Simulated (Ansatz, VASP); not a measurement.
**HC6 in VASP and in Ansatz**

Contents of INCAR:

```
SYSTEM = HC6
PREC     = Accurate       ! precision mode
ENCUT    = 520            ! plane-wave cutoff, eV
EDIFF    = 1E-6           ! SCF threshold, eV
ISMEAR   = 0              ! smearing method
SIGMA    = 0.1            ! smearing width, eV
LREAL    = .FALSE.        ! projectors in reciprocal space
LASPH    = .TRUE.         ! aspherical terms in the spheres
NELM     = 60             ! most SCF steps
ALGO     = Normal         ! electronic algorithm
ISIF     = 2              ! what is computed and relaxed
LWAVE    = .FALSE.        ! write WAVECAR
LCHARG   = .TRUE.         ! write CHGCAR
LDIPOL   = .TRUE.       
IDIPOL   = 3            
DIPOL    = 0.5 0.5 0.314
GGA      = PE             ! functional
LELF     = .TRUE.         ! ELF
LVHAR    = .TRUE.       
LVACPOTAV= .TRUE.       
NBANDS   = 38             ! bands
```

File KPOINTS:

```
regular mesh
0
G
  6 3 1
  0 0 0
```

Contents of POSCAR:

```
HC6
1.0
    4.9326910638      0.0000000000      0.0000000000
    0.0000000000      8.5222964205      0.0000000000
    0.0000000000      0.0000000000     22.9416055954
C H
12 2
Direct
    0.0000000000      0.0000000000      0.1743557130
    0.5000000000      0.0000000000      0.1743557130
    0.2500000000      0.0000000000      0.2053898368
    0.7500000000      0.0000000000      0.2053898368
    0.2500000000      0.0000000000      0.2674580844
    0.7500000000      0.0000000000      0.2674580844
    0.0000000000      0.0000000000      0.2977124344
    0.5000000000      0.0000000000      0.2977124344
    0.0000000000      0.0000000000      0.3626190265
    0.5000000000      0.0000000000      0.3626190265
    0.2500000000      0.0000000000      0.3897550046
    0.7500000000      0.0000000000      0.3897550046
    0.1841130438      0.0000000000      0.5030862181
    0.3158869562      0.0000000000      0.5030862181
```

Input for Ansatz:

```yaml
crystal:
  lattice:
    - [4.9326910638, 0.0, 0.0]
    - [0.0, 8.5222964205, 0.0]
    - [0.0, 0.0, 22.9416055954]
  atoms:
    - { symbol: C, position: [0.0, 0.0, 0.174355713] }
    - { symbol: C, position: [0.5, 0.0, 0.174355713] }
    - { symbol: C, position: [0.25, 0.0, 0.2053898368] }
    - { symbol: C, position: [0.75, 0.0, 0.2053898368] }
    - { symbol: C, position: [0.25, 0.0, 0.2674580844] }
    - { symbol: C, position: [0.75, 0.0, 0.2674580844] }
    - { symbol: C, position: [0.0, 0.0, 0.2977124344] }
    - { symbol: C, position: [0.5, 0.0, 0.2977124344] }
    - { symbol: C, position: [0.0, 0.0, 0.3626190265] }
    - { symbol: C, position: [0.5, 0.0, 0.3626190265] }
    - { symbol: C, position: [0.25, 0.0, 0.3897550046] }
    - { symbol: C, position: [0.75, 0.0, 0.3897550046] }
    - { symbol: H, position: [0.1841130438, 0.0, 0.5030862181] }
    - { symbol: H, position: [0.3158869562, 0.0, 0.5030862181] }
basis:
  ecutwfc: 420
kpoints:
  mp_grid: { grid: [6, 3, 1] }
hamiltonian:
  xc: pbe
  pseudopotentials: { kind: paw, azcp: { folder: soft_1 } }
scf:
  occupations: { method: gaussian, width: 0.1 }
output:
  forces: true
  eigenvalues: true
efield:
  axis: 3
  dipole_correction: true
  ramp_width: 0.04
```

Alike in both runs: task single point; functional PBE; k mesh 6 × 3 × 1; occupations gaussian, width 0.1 eV; no spin polarisation.

|  | VASP | Ansatz |
| --- | --- | --- |
| version | VASP 6.6.1 | Ansatz 0.2.0 |
| potentials or method | VASP PAW PBE potentials, release 64 (C, H), cutoff 520 eV | scalar-relativistic, plane waves, PAW |
| valence electrons in the cell | 50 | 50 |

Ansatz gave:

```
gap on the k mesh at the Fermi level (eV) : 0.08
least direct gap on the mesh (eV)         : 0.08
rms of the force components (eV/Å)        : 1.385
```

Question: Which values does VASP return?

Answer: gap on the k mesh at the Fermi level (eV): 0.08; least direct gap on the mesh (eV): 0.08; rms of the force components (eV/Å): 1.387.

Atom by atom the forces differ by 0.016 eV/Å (rms over components).
